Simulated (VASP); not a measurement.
Input of a VASP 6.6.1 run:

Contents of INCAR:

```
SYSTEM = MgBe2Te3
PREC = Accurate ; ENCUT = 520
EDIFF = 1E-6 ; ISMEAR = 0
SIGMA = 0.1 ; LREAL = .False.
LASPH = .True. ; NELM = 100
ALGO = Normal ; ISIF = 2
LWAVE = .False. ; LCHARG = .False.
GGA = PE ; NBANDS = 21
```

File KPOINTS:

```
Automatic mesh
0
Gamma
  8 8 6
  0 0 0
```

The input POSCAR:

```
MgBe2Te3
1.0
    4.7237976358      0.0000000000      0.0000000000
    0.0000000000      4.7237976358      0.0000000000
    0.0000000000      0.0000000000      7.1173137258
Mg Be Te
1 2 3
Direct
    0.5000000000      0.5000000000      0.5001071932
    0.5000000000      0.5000000000      0.1103979542
    0.0000000000      0.0000000000      0.8566916386
    0.5000000000      0.0000000000      0.0060439325
    0.0000000000      0.5000000000      0.0060439325
    0.0000000000      0.0000000000      0.5207153792
```

Potentials or basis: VASP PAW PBE potentials, release 64 (Mg, Be, Te).

The run is started by

```bash
$ cat potpaw_PBE.64/Mg/POTCAR potpaw_PBE.64/Be/POTCAR potpaw_PBE.64/Te/POTCAR > POTCAR
$ mpirun -np 1 vasp_std > vasp.out
```

Question: Estimate the band gap on the k mesh.

Answer: Zero (band 12 reaches 6.06 eV, above the bottom of band 13 at 3.79 eV).

Question: Estimate the pressure.

Answer: 0.1 GPa.

Question: Estimate the largest force.

Answer: 0.021 eV/Å.

Forces on the atoms (eV/Å):
```
Mg   0.000  0.000 -0.005
Be   0.000  0.000  0.017
Be   0.000  0.000  0.015
Te   0.000  0.000 -0.003
Te   0.000  0.000 -0.003
Te   0.000  0.000 -0.021
```

Caveat: spin-orbit coupling is left out, which moves the levels of the heavy elements.
